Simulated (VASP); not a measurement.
Crystal: CsSnI3.

```
Cs Sn I
1.0
     6.20570    0.00000    0.00000
     0.00000    6.20570    0.00000
     0.00000    0.00000    6.20570
Cs Sn I
1 1 3
Direct
  0.00000 0.00000 0.00000
  0.50000 0.50000 0.50000
  0.00000 0.50000 0.50000
  0.50000 0.00000 0.50000
  0.50000 0.50000 0.00000
```

| Quantity | Value |
| --- | --- |
| Program | VASP 6.6.1 |
| Task | relaxation of cell and atoms |
| Functional | PBE |
| Potentials or basis | VASP PAW PBE potentials, release 64 (Cs_sv, Sn_d, I) |
| Cutoff | 600 eV |
| k mesh | 6 × 6 × 6 |
| Occupations | gaussian, width 0.02 eV |
| Spin | no spin polarisation |

At the start: pressure 0.7 GPa; volume 47.80 Å³/atom.

Question: How do energy, volume and symmetry change on relaxing?

Answer: Over 3 steps the energy falls by 3.7 meV/atom and the volume is 49.70 Å³/atom (+4.0 %); space group Pm-3m (No. 221, to 0.1 Å) before and after.

Step by step:
| step | energy change (eV) | largest force (eV/Å) | pressure (GPa) | volume (Å³) |
| --- | --- | --- | --- | --- |
| 1 | 0.0000 | 0.0000 | 0.65 | 238.99 |
| 2 | -0.0171 | 0.0000 | 0.17 | 245.78 |
| 3 | -0.0184 | 0.0000 | -0.01 | 248.48 |

Final structure:
```yaml
crystal:
  lattice:
    - [6.28677, 0.00000, 0.00000]
    - [0.00000, 6.28677, 0.00000]
    - [0.00000, 0.00000, 6.28677]
  atoms:
    - { symbol: Cs, position: [0.00000, 0.00000, 0.00000] }
    - { symbol: Sn, position: [0.50000, 0.50000, 0.50000] }
    - { symbol: I, position: [0.00000, 0.50000, 0.50000] }
    - { symbol: I, position: [0.50000, 0.00000, 0.50000] }
    - { symbol: I, position: [0.50000, 0.50000, 0.00000] }
```
